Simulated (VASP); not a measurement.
# PbS (Fm-3m) in VASP: further runs

Aim: see how the results for PbS move with the level of theory and the settings. Levels: revPBE+D3(BJ), revPBE. Tasks: single point.

Program: VASP 6.6.1. These are calculated values, not measurements. Logs are shortened: lines on timing, memory, paths and dates and some standing lists are left out, and cuts for length are marked.

### Step 1. The cell of the first run

It takes space group Fm-3m (No. 225, cubic). The conventional cell has a = 5.917 Å, b = 5.917 Å, c = 5.917 Å, α = 90.00°, β = 90.00°, γ = 90.00°. Within 3.9 Å of Pb (site symmetry m-3m) lie 6 S at 2.96 Å. Within 3.9 Å of S (site symmetry m-3m) lie 6 Pb at 2.96 Å.

### Step 2. Single point, revPBE+D3(BJ)

INCAR reads:

```
SYSTEM = PbS
ALGO     = Normal         ! electronic algorithm
EDIFF    = 1E-6           ! SCF threshold, eV
ENCUT    = 520            ! plane-wave cutoff, eV
GGA      = RE             ! functional
ISIF     = 2              ! what is computed and relaxed
ISMEAR   = 0              ! smearing method
IVDW     = 12             ! dispersion correction
LASPH    = .True.         ! aspherical terms in the spheres
LCHARG   = .True.         ! write CHGCAR
LELF     = .True.         ! ELF
LREAL    = .False.        ! projectors in reciprocal space
LVHAR    = .True.       
LWAVE    = .False.        ! write WAVECAR
NBANDS   = 17             ! bands
NELM     = 80             ! most SCF steps
PREC     = Accurate       ! precision mode
SIGMA    = 0.05           ! smearing width, eV
```

KPOINTS reads:

```
k-points
0
Gamma
  8 8 8
  0 0 0
```

POSCAR reads:

```
PbS
1.0
    0.0000000000      2.9587019802      2.9587019802
    2.9587019802      0.0000000000      2.9587019802
    2.9587019802      2.9587019802      0.0000000000
Pb S
1 1
Direct
    0.5000000000      0.5000000000      0.5000000000
    0.0000000000      0.0000000000      0.0000000000
```

Potentials or basis: VASP PAW PBE potentials, release 64 (Pb_d, S).

Command:

```console
$ cat potpaw_PBE.64/Pb_d/POTCAR potpaw_PBE.64/S/POTCAR > POTCAR
$ mpirun -np 1 vasp_std > vasp.out
```

OUTCAR:

```text
SYSTEM = PbS
   EDIFF = 1E-6
   ENCUT = 520
   GGA = RE
   ISIF = 2
   ISMEAR = 0
   IVDW = 12
   LASPH = .True.
   LREAL = .False.
   NELM = 80
   PREC = Accurate
 IVDW          = 12

 ion  position               nearest neighbor table
   1  0.500  0.500  0.500-   2 2.96   2 2.96   2 2.96   2 2.96   2 2.96   2 2.96
   2  0.000  0.000  0.000-   1 2.96   1 2.96   1 2.96   1 2.96   1 2.96   1 2.96

  LATTYP: Found a face centered cubic cell.
 ALAT       =     5.9174039604

  Lattice vectors:

 A1 = (   0.0000000000,   2.9587019802,   2.9587019802)
 A2 = (   2.9587019802,   0.0000000000,   2.9587019802)
 A3 = (   2.9587019802,   2.9587019802,   0.0000000000)

Analysis of symmetry for initial positions (statically):
=====================================================================
 Subroutine PRICEL returns:
 Original cell was already a primitive cell.

 Routine SETGRP: Setting up the symmetry group for a
 face centered cubic supercell.

 Subroutine GETGRP returns: Found 48 space group operations
 (whereof 48 operations were pure point group operations)
 out of a pool of 48 trial point group operations.

The static configuration has the point symmetry O_h .

Analysis of symmetry for dynamics (positions and initial velocities):
=====================================================================
 Subroutine PRICEL returns:
 Original cell was already a primitive cell.

 Routine SETGRP: Setting up the symmetry group for a
 face centered cubic supercell.

 Subroutine GETGRP returns: Found 48 space group operations
 (whereof 48 operations were pure point group operations)
 out of a pool of 48 trial point group operations.

The dynamic configuration has the point symmetry O_h .

 Subroutine INISYM returns: Found 48 space group operations
 (whereof 48 operations are pure point group operations),
 and found     1 'primitive' translations

----------------------------------------------------------------------------------------

                                     Primitive cell

  volume of cell :      51.8005

  direct lattice vectors                    reciprocal lattice vectors
     0.000000000  2.958701980  2.958701980    -0.168993026  0.168993026  0.168993026
     2.958701980  0.000000000  2.958701980     0.168993026 -0.168993026  0.168993026
     2.958701980  2.958701980  0.000000000     0.168993026  0.168993026 -0.168993026

  length of vectors
     4.184236467  4.184236467  4.184236467     0.292704507  0.292704507  0.292704507

  position of ions in fractional coordinates (direct lattice)
     0.500000000  0.500000000  0.500000000
     0.000000000  0.000000000  0.000000000

  ion indices of the primitive-cell ions
   primitive index   ion index
                 1           1
                 2           2

----------------------------------------------------------------------------------------

 KPOINTS: k-points

Automatic generation of k-mesh.
 Grid dimensions read from file:
 generate k-points for:    8    8    8

 Generating k-lattice:

  Cartesian coordinates                     Fractional coordinates (reciprocal lattice)
    -0.021124128  0.021124128  0.021124128     0.125000000  0.000000000  0.000000000
     0.021124128 -0.021124128  0.021124128     0.000000000  0.125000000  0.000000000
     0.021124128  0.021124128 -0.021124128     0.000000000  0.000000000  0.125000000

  Length of vectors
     0.036588063  0.036588063  0.036588063

  Shift w.r.t. Gamma in fractional coordinates (k-lattice)
     0.000000000  0.000000000  0.000000000

 Subroutine IBZKPT returns following result:
 ===========================================

 Found     29 irreducible k-points:

 Following reciprocal coordinates:
            Coordinates               Weight
  0.000000  0.000000  0.000000      1.000000
  0.125000  0.000000  0.000000      8.000000
  0.250000  0.000000  0.000000      8.000000
  0.375000  0.000000  0.000000      8.000000
  0.500000  0.000000  0.000000      4.000000
  0.125000  0.125000  0.000000      6.000000
[... 16 lines left out ...]
  0.500000  0.250000  0.125000     48.000000
 -0.375000  0.250000  0.125000     24.000000
 [... further k-points ...]
   k-points           NKPTS =     29   k-points in BZ     NKDIM =     29   number of bands    NBANDS=     17
   number of dos      NEDOS =    301   number of ions     NIONS =      2
   total plane-waves  NPLWV =  32768
   dimension x,y,z NGX =    32 NGY =   32 NGZ =   32
   dimension x,y,z NGXF=    64 NGYF=   64 NGZF=   64
   ions per type =               1   1
   NGX,Y,Z   is equivalent  to a cutoff of  12.71, 12.71, 12.71 a.u.
   NGXF,Y,Z  is equivalent  to a cutoff of  25.43, 25.43, 25.43 a.u.
 SYSTEM =  PbS
   PREC   = accura    normal or accurate (medium, high low for compatibility)
   ISTART =      0    job   : 0-new  1-cont  2-samecut
   ICHARG =      2    charge: 1-file 2-atom 10-const
   ISPIN  =      1    spin polarized calculation?
   LNONCOLLINEAR =      F non collinear calculations
[... 26 lines left out ...]
  Fermi-wavevector in a.u.,A,eV,Ry     =   1.192084  2.252713 19.334760  1.421065
  Thomas-Fermi vector in A             =   2.328131
   LORBIT       =      0    0 simple, 1 ext, 2 COOP (PROOUT), +10 PAW based schemes
   GGA     = RE    functional components
   LHFCALC =     F    Hartree Fock is set to
   AEXX    =    0.0000 exact exchange contribution
   IVDW    =    12    specifies the selected vdW correction
   LEPSILON=     F    determine dielectric tensor
   LRPA    =     F    only Hartree local field effects (RPA)
 non-spin polarized calculation
 Gauss-broadening in eV      SIGMA  =   0.05
  energy-cutoff  :      520.00
  volume of cell :       51.80
 maximum number of plane-waves:      1411
   NGX = 15   NGY = 15   NGZ = 15

 number of electron      19.9999997 magnetization

 Free energy of the ion-electron system (eV)
  ---------------------------------------------------
  ext. energy  EPLUGINS =         0.00000000
  ---------------------------------------------------
  free energy    TOTEN  =        -8.13845307 eV

  energy without entropy =       -8.13845307  energy(sigma->0) =       -8.13845307

 E-fermi :   6.2177     XC(G=0):  -9.5974

 val. band max:        6.0153298237   @ k =   0.5000   0.0000   0.0000
 cond. band min:       6.4220802030   @ k =   0.5000   0.0000   0.0000
 fundamental gap:      0.4067503793
 Fermi energy:         6.2177203602

 k-point     1 :       0.0000    0.0000    0.0000
  band No.  band energies     occupation
      1     -10.8827      2.00000
      2     -10.8827      2.00000
      3     -10.8827      2.00000
      4     -10.8630      2.00000
      5     -10.8630      2.00000
      6      -7.6519      2.00000
[... 9 lines left out ...]
     16      12.7454      0.00000
     17      14.7703      0.00000

 k-point     2 :       0.1250    0.0000    0.0000
  band No.  band energies     occupation
      1     -10.8820      2.00000
      2     -10.8794      2.00000
      3     -10.8794      2.00000
      4     -10.8641      2.00000
      5     -10.8641      2.00000
      6      -7.5180      2.00000
[... 9 lines left out ...]
     16      13.1180      0.00000
     17      15.9587      0.00000

 k-point     3 :       0.2500    0.0000    0.0000
  band No.  band energies     occupation
      1     -10.8842      2.00000
      2     -10.8842      2.00000
      3     -10.8805      2.00000
      4     -10.8540      2.00000
      5     -10.8540      2.00000
      6      -7.1458      2.00000
[... 9 lines left out ...]
     16      13.9659      0.00000
     17      18.0258      0.00000

 k-point     4 :       0.3750    0.0000    0.0000
  band No.  band energies     occupation
      1     -10.8941      2.00000
      2     -10.8941      2.00000
      3     -10.8797      2.00000
      4     -10.8388      2.00000
      5     -10.8388      2.00000
      6      -6.6625      2.00000
[... 9 lines left out ...]
     16      15.1840      0.00000
     17      17.8939      0.00000
[... 343 lines left out ...]
      1     -10.9128      2.00000
      2     -10.8863      2.00000
      3     -10.8707      2.00000
      4     -10.8533      2.00000
      5     -10.8427      2.00000
      6      -6.8219      2.00000
[... 9 lines left out ...]
     16      15.9179      0.00000
     17      16.2044      0.00000

 k-point    23 :       0.5000    0.2500    0.1250
  band No.  band energies     occupation
      1     -10.9286      2.00000
      2     -10.8800      2.00000
      3     -10.8738      2.00000
      4     -10.8480      2.00000
      5     -10.8362      2.00000
      6      -6.3903      2.00000
[... 9 lines left out ...]
     16      16.3223      0.00000
     17      17.3542      0.00000

 k-point    24 :      -0.3750    0.2500    0.1250
  band No.  band energies     occupation
      1     -10.9345      2.00000
      2     -10.8820      2.00000
      3     -10.8658      2.00000
      4     -10.8530      2.00000
      5     -10.8316      2.00000
      6      -6.1719      2.00000
[... 9 lines left out ...]
     16      16.9237      0.00000
     17      17.2470      0.00000

 [... further k-points ...]

------------------------ aborting loop because EDIFF is reached ----------------------------------------

 Edisp (eV)   -1.30456

 E8    (eV) :    -0.9202

  FORCE on cell =-STRESS in cart. coord.  units (eV):
  Direction    XX          YY          ZZ          XY          YZ          ZX
  --------------------------------------------------------------------------------------
  -------------------------------------------------------------------------------------
  Total      -0.02884    -0.02884    -0.02884     0.00000    -0.00000     0.00000
  in kB      -0.89205    -0.89205    -0.89205     0.00000    -0.00000     0.00000
  external pressure =       -0.89 kB  Pullay stress =        0.00 kB

 VOLUME and BASIS-vectors are now :
 -----------------------------------------------------------------------------
  energy-cutoff  :      520.00
  volume of cell :       51.80
      direct lattice vectors                 reciprocal lattice vectors
     0.000000000  2.958701980  2.958701980    -0.168993026  0.168993026  0.168993026
     2.958701980  0.000000000  2.958701980     0.168993026 -0.168993026  0.168993026
     2.958701980  2.958701980  0.000000000     0.168993026  0.168993026 -0.168993026

 POSITION                                       TOTAL-FORCE (eV/Angst)
 -----------------------------------------------------------------------------------
      2.95870      2.95870      2.95870        -0.000000     -0.000000     -0.000000
      0.00000      0.00000      0.00000         0.000000      0.000000      0.000000
 -----------------------------------------------------------------------------------
    total drift:                                0.000000     -0.000000      0.000000

  FREE ENERGIE OF THE ION-ELECTRON SYSTEM (eV)
  ---------------------------------------------------
  free  energy   TOTEN  =        -9.4430081001 eV

  energy  without entropy=       -9.4430081001  energy(sigma->0) =       -9.44300810
```

Wall time 17 s (1 thread of Intel Xeon 6975P-C, shared host); peak memory 0.19 GiB.

What came out:

| Property | Result |
| --- | --- |
| Free energy | -9.4430 eV |
| Pressure | -0.1 GPa |
| Band gap on the k mesh | 0.41 eV, direct |
| Dispersion energy per atom | -0.652 eV |

Caveat: the PAW data sets were made with another functional, which shifts forces and pressure a little; spin-orbit coupling is left out, which moves the levels of the heavy elements.

### Step 3. Single point, revPBE+D3(BJ) (volume scaled by 0.98)

INCAR reads:

```
SYSTEM = PbS
PREC = Accurate
ENCUT = 520
EDIFF = 1E-6
ISMEAR = 0
SIGMA = 0.05
LREAL = .FALSE.
LASPH = .TRUE.
NELM = 80
ALGO = Normal
ISIF = 2
LWAVE = .FALSE.
LCHARG = .FALSE.
GGA = RE
IVDW = 12
NBANDS = 17
```

KPOINTS reads:

```
regular mesh
0
G
  8 8 8
  0 0 0
```

POSCAR reads:

```
PbS
1.0
    0.0000000000      2.9388443216      2.9388443216
    2.9388443216      0.0000000000      2.9388443216
    2.9388443216      2.9388443216      0.0000000000
Pb S
1 1
Direct
    0.5000000000      0.5000000000      0.5000000000
    0.0000000000      0.0000000000      0.0000000000
```

Potentials or basis: VASP PAW PBE potentials, release 64 (Pb_d, S).

Command:

```console
$ cat potpaw_PBE.64/Pb_d/POTCAR potpaw_PBE.64/S/POTCAR > POTCAR
$ mpirun -np 1 vasp_std > vasp.out
```

Run time: 16 s. Hardware: 1 thread of Intel Xeon 6975P-C, shared host; peak memory 0.19 GiB.

It converged, with:

```yaml
Free_energy: -9.4393 eV
Pressure: 1.1 GPa
Band_gap_on_the_k_mesh: 0.33 eV, direct
Dispersion_energy_per_atom: -0.666 eV
```

Levels at points of the mesh, in eV from the valence-band top:
| k point | band 7 | band 8 | band 9 | band 10 | band 11 | band 12 | band 13 | band 14 |
| --- | --- | --- | --- | --- | --- | --- | --- | --- |
| (0.00, 0.00, 0.00) | -5.99 | -2.36 | -2.36 | -2.36 | 5.30 | 5.30 | 5.30 | 6.65 |
| (0.50, 0.00, 0.00) | -9.03 | -1.95 | -1.95 | 0.00 | 0.33 | 1.90 | 1.90 | 8.77 |
| (0.50, 0.50, 0.00) | -7.26 | -5.45 | -3.66 | -3.66 | 3.77 | 5.68 | 5.79 | 5.79 |

Caveat: the cell differs from its parent crystal (volume scaled by 0.98); the PAW data sets were made with another functional, which shifts forces and pressure a little; spin-orbit coupling is left out, which moves the levels of the heavy elements. A k mesh can miss the band edges.

### Step 4. Single point, revPBE+D3(BJ)

This run uses another cell than the first one, of 26.07 Å³/atom, 1.006 times its volume.

INCAR reads:

```
PREC = Accurate
ENCUT = 520
EDIFF = 1E-7
ISMEAR = 0
SIGMA = 0.05
LREAL = False
LASPH = True
NELM = 100
ALGO = Normal
ISIF = 2
LWAVE = False
LCHARG = False
GGA = RE
IVDW = 12
NBANDS = 17
```

KPOINTS reads:

```
regular mesh
0
Gamma
  8 8 8
```

POSCAR reads:

```
PbS
1.0
    0.0000000000      2.9650006778      2.9650006778
    2.9650006778      0.0000000000      2.9650006778
    2.9650006778      2.9650006778      0.0000000000
Pb S
1 1
Direct
    0.5000000000      0.5000000000      0.5000000000
    0.0000000000      0.0000000000      0.0000000000
```

Command:

```console
$ cat potpaw_PBE.64/Pb_d/POTCAR potpaw_PBE.64/S/POTCAR > POTCAR
$ mpirun -np 1 vasp_std > vasp.out
```

Wall time 20 s (1 thread of Intel Xeon 6975P-C, shared host); peak memory 0.2 GiB.

Results (log left out):

- Free energy: -9.4426 eV
- Pressure: -0.4 GPa
- Band gap on the k mesh: 0.43 eV, direct
- Dispersion energy per atom: -0.648 eV

Levels at points of the mesh, in eV from the valence-band top:
| k point | band 8 | band 9 | band 10 | band 11 | band 12 | band 13 |
| --- | --- | --- | --- | --- | --- | --- |
| (0.00, 0.00, 0.00) | -2.19 | -2.19 | -2.19 | 5.26 | 5.26 | 5.26 |
| (0.50, 0.00, 0.00) | -1.80 | -1.80 | 0.00 | 0.43 | 1.99 | 1.99 |
| (0.50, 0.50, 0.00) | -5.18 | -3.45 | -3.45 | 3.93 | 5.63 | 5.73 |

Caveat: the PAW data sets were made with another functional, which shifts forces and pressure a little; spin-orbit coupling is left out, which moves the levels of the heavy elements. A k mesh can miss the band edges.

### Step 5. Single point, revPBE+D3(BJ) (volume scaled by 1.02)

INCAR: that of step 4 with these lines changed.

```diff
@@ -7,3 +7,3 @@
 LASPH = True
-NELM = 100
+NELM = 60
 ALGO = Normal
```

KPOINTS reads:

```
Automatic mesh
0
Gamma
  8 8 8
```

POSCAR reads:

```
PbS
1.0
    0.0000000000      2.9782966041      2.9782966041
    2.9782966041      0.0000000000      2.9782966041
    2.9782966041      2.9782966041      0.0000000000
Pb S
1 1
Direct
    0.5000000000      0.5000000000      0.5000000000
    0.0000000000      0.0000000000      0.0000000000
```

Command:

```console
$ cat potpaw_PBE.64/Pb_d/POTCAR potpaw_PBE.64/S/POTCAR > POTCAR
$ mpirun -np 1 vasp_std > vasp.out
```

Wall time 14 s (1 thread of Intel Xeon 6975P-C, shared host); peak memory 0.19 GiB.

It converged, with:

```yaml
Free_energy: -9.4394 eV
Pressure: -1.2 GPa
Band_gap_on_the_k_mesh: 0.48 eV, direct
Dispersion_energy_per_atom: -0.639 eV
```

Levels at points of the mesh, in eV from the valence-band top:
| k point | band 6 | band 7 | band 8 | band 9 | band 10 | band 11 | band 12 | band 13 | band 14 | band 15 |
| --- | --- | --- | --- | --- | --- | --- | --- | --- | --- | --- |
| (0.00, 0.00, 0.00) | -13.47 | -6.02 | -2.11 | -2.11 | -2.11 | 5.23 | 5.23 | 5.23 | 6.81 | 6.81 |
| (0.50, 0.00, 0.00) | -12.26 | -8.74 | -1.73 | -1.73 | 0.00 | 0.48 | 2.04 | 2.04 | 8.77 | 10.15 |
| (0.50, 0.50, 0.00) | -11.86 | -7.15 | -5.05 | -3.34 | -3.34 | 4.00 | 5.60 | 5.69 | 5.69 | 11.14 |

Caveat: the cell differs from its parent crystal (volume scaled by 1.02); the PAW data sets were made with another functional, which shifts forces and pressure a little; spin-orbit coupling is left out, which moves the levels of the heavy elements. A k mesh can miss the band edges.

### Step 6. Single point, revPBE

This run uses another cell than the first one, of 26.07 Å³/atom, 1.006 times its volume.

INCAR reads:

```
PREC     = Accurate       # precision mode
ENCUT    = 520            # plane-wave cutoff, eV
EDIFF    = 1E-6           # SCF threshold, eV
ISMEAR   = 0              # smearing method
SIGMA    = 0.05           # smearing width, eV
LREAL    = F              # projectors in reciprocal space
LASPH    = T              # aspherical terms in the spheres
NELM     = 60             # most SCF steps
ALGO     = Normal         # electronic algorithm
ISIF     = 2              # what is computed and relaxed
LWAVE    = F              # write WAVECAR
LCHARG   = T              # write CHGCAR
GGA      = RE             # functional
LELF     = T              # ELF
LVHAR    = T            
NBANDS   = 17             # bands
```

KPOINTS is that of step 5.

POSCAR reads:

```
PbS
1.0
    0.0000000000      2.9650006778      2.9650006778
    2.9650006778      0.0000000000      2.9650006778
    2.9650006778      2.9650006778      0.0000000000
Pb S
1 1
Direct
    0.5000000000      0.5000000000      0.5000000000
    0.0000000000      0.0000000000      0.0000000000
```

Potentials or basis: VASP PAW PBE potentials, release 64 (Pb_d, S).

Command:

```console
$ cat potpaw_PBE.64/Pb_d/POTCAR potpaw_PBE.64/S/POTCAR > POTCAR
$ mpirun -np 1 vasp_std > vasp.out
```

Wall time 17 s (1 thread of Intel Xeon 6975P-C, shared host); peak memory 0.18 GiB.

Results (log left out):

```
Free energy            : -8.1465 eV
Pressure               : 3.6 GPa
Band gap on the k mesh : 0.43 eV, direct
```

Levels at points of the mesh, in eV from the valence-band top:
```tsv
k point	band 7	band 8	band 9	band 10	band 11	band 12	band 13	band 14
(0.00, 0.00, 0.00)	-6.01	-2.19	-2.19	-2.19	5.26	5.26	5.26	6.75
(0.50, 0.00, 0.00)	-8.83	-1.80	-1.80	0.00	0.43	1.99	1.99	8.77
(0.50, 0.50, 0.00)	-7.18	-5.18	-3.45	-3.45	3.93	5.63	5.73	5.73
```

Caveat: the PAW data sets were made with another functional, which shifts forces and pressure a little; spin-orbit coupling is left out, which moves the levels of the heavy elements. A k mesh can miss the band edges.

### Step 7. Overview

| level | cell | gap on the mesh (eV) | pressure (GPa) |
| --- | --- | --- | --- |
| revPBE+D3(BJ) | a = 4.184 Å, angles 60.0°, 2 atoms | 0.41 | -0.1 |
| revPBE+D3(BJ) | a = 4.156 Å, angles 60.0°, 2 atoms | 0.33 | 1.1 |
| revPBE+D3(BJ) | a = 4.193 Å, angles 60.0°, 2 atoms | 0.43 | -0.4 |
| revPBE+D3(BJ) | a = 4.212 Å, angles 60.0°, 2 atoms | 0.48 | -1.2 |
| revPBE | a = 4.193 Å, angles 60.0°, 2 atoms | 0.43 | 3.6 |

Alike in all rows: task single point; potentials or basis VASP PAW PBE potentials, release 64 (Pb_d, S); no spin polarisation; k mesh 8 × 8 × 8; cutoff (eV) 520; smearing gaussian 0.05 eV.

Caveats: the PAW data sets were made with another functional, which shifts forces and pressure a little; spin-orbit coupling is left out, which moves the levels of the heavy elements.

Total energies depend on the potentials used, so only differences within one code and one set of settings carry meaning.
